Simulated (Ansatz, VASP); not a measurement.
Two plane-wave programs on B

The input INCAR:

```
ALGO     = Normal         # electronic algorithm
EDIFF    = 1E-7           # SCF threshold, eV
EDIFFG   = -0.01          # ionic threshold
ENCUT    = 600            # plane-wave cutoff, eV
GGA      = PS             # functional
IBRION   = 2              # ionic algorithm
ISIF     = 3              # what is computed and relaxed
ISMEAR   = 0              # smearing method
LASPH    = T              # aspherical terms in the spheres
LCHARG   = F              # write CHGCAR
LREAL    = F              # projectors in reciprocal space
LWAVE    = F              # write WAVECAR
NELM     = 100            # most SCF steps
NSW      = 100            # ionic steps
PREC     = Accurate       # precision mode
SIGMA    = 0.1            # smearing width, eV
```

KPOINTS

```
k-points
0
Gamma
  33 33 24
```

The input POSCAR:

```
B
1.0
    1.8349983165      0.0000000000      0.0000000000
   -0.9174991582      1.5891551580      0.0000000000
    0.0000000000      0.0000000000      2.2004962438
B
1
Direct
    0.0000000000      0.0000000000      0.0000000000
```

Input for Ansatz:

```yaml
crystal:
  lattice:
    - [1.8349983165, 0.0, 0.0]
    - [-0.9174991582, 1.589155158, 0.0]
    - [0.0, 0.0, 2.2004962438]
  atoms:
    - { symbol: B, position: [0.0, 0.0, 0.0] }
basis:
  ecutwfc: 420
kpoints:
  mp_grid: { grid: [33, 33, 24] }
hamiltonian:
  xc: pbesol
scf:
  occupations: { method: gaussian, width: 0.1 }
output:
  forces: true
  stress: true
  eigenvalues: true
relax:
  adjacent_minimum: "off"
  f_tol: 0.01
  max_steps: 80
  cell: { stress_tol: 0.05 }
```

Alike in both runs: task relaxation of cell and atoms; functional PBEsol; k mesh 33 × 33 × 24; occupations gaussian, width 0.1 eV; no spin polarisation.

|  | VASP | Ansatz |
| --- | --- | --- |
| version | VASP 6.6.1 | Ansatz 0.2.0 |
| potentials or method | VASP PAW PBE potentials, release 64 (B), cutoff 600 eV | scalar-relativistic, plane waves, PAW |
| valence electrons in the cell | 3 | 3 |

```csv
,VASP,Ansatz,Ansatz less VASP
"gap on the k mesh at the Fermi level, each at its own relaxed structure (eV)",none,none,-
relaxed volume (Å³/atom),8.39,8.99,+0.596
relaxed cell length with the largest relative difference (Å),3.320,3.560,+0.2401
```

VASP's potentials were made for PBE, not for PBEsol. A gap of «none» marks a metal or a gap that the smearing closes. One of these differences is far larger than is usual between the two programs; its cause wasn't traced.

Noted on VASP's run: the volume moved by over 15 % at a fixed basis, so the end points are rough.
